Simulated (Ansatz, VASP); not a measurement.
## KNb3O in VASP and in Ansatz

The input INCAR:

```
  ALGO = Normal
  EDIFF = 1E-6
  EDIFFG = -0.01
  ENCUT = 600
  GGA = PE
  IBRION = 2
  ISIF = 3
  ISMEAR = 0
  LASPH = T
  LCHARG = F
  LREAL = F
  LWAVE = F
  NELM = 80
  NSW = 100
  PREC = Accurate
  SIGMA = 0.1
```

File KPOINTS:

```
k-points
0
Gamma
  8 8 8
```

Contents of POSCAR:

```
KNb3O
1.0
    4.4278737694      0.0000000000      0.0000000000
    0.0000000000      4.4278737694      0.0000000000
    0.0000000000      0.0000000000      4.4278737694
K Nb O
1 3 1
Direct
    0.0000000000      0.0000000000      0.0000000000
    0.5000000000      0.5000000000      0.0000000000
    0.5000000000      0.0000000000      0.5000000000
    0.0000000000      0.5000000000      0.5000000000
    0.5000000000      0.5000000000      0.5000000000
```

Input for Ansatz:

```yaml
crystal:
  lattice:
    - [4.4278737694, 0.0, 0.0]
    - [0.0, 4.4278737694, 0.0]
    - [0.0, 0.0, 4.4278737694]
  atoms:
    - { symbol: K, position: [0.0, 0.0, 0.0] }
    - { symbol: Nb, position: [0.5, 0.5, 0.0] }
    - { symbol: Nb, position: [0.5, 0.0, 0.5] }
    - { symbol: Nb, position: [0.0, 0.5, 0.5] }
    - { symbol: O, position: [0.5, 0.5, 0.5] }
basis:
  ecutwfc: 420
kpoints:
  mp_grid: { grid: [8, 8, 8] }
hamiltonian:
  xc: pbe
scf:
  occupations: { method: gaussian, width: 0.1 }
output:
  forces: true
  stress: true
  eigenvalues: true
relax:
  adjacent_minimum: "off"
  f_tol: 0.01
  max_steps: 80
  cell: { stress_tol: 0.05 }
```

Change from the starting cell: species swapped into the InNi3N type (Pm-3m, No. 221).

Alike in both runs: task relaxation of cell and atoms; functional PBE; k mesh 8 × 8 × 8; occupations gaussian, width 0.1 eV; no spin polarisation.

|  | VASP | Ansatz |
| --- | --- | --- |
| version | VASP 6.6.1 | Ansatz 0.2.0 |
| potentials or method | VASP PAW PBE potentials, release 64 (K_sv, Nb_sv, O), cutoff 600 eV | scalar-relativistic, plane waves, PAW |
| valence electrons in the cell | 54 | 54 |

```csv
,VASP,Ansatz,Ansatz less VASP
"gap on the k mesh at the Fermi level, each at its own relaxed structure (eV)",none,none,-
relaxed volume (Å³/atom),17.43,17.43,+0.003
relaxed cell length with the largest relative difference (Å),4.433,4.434,+0.0002
```

A gap of «none» marks a metal or a gap that the smearing closes.
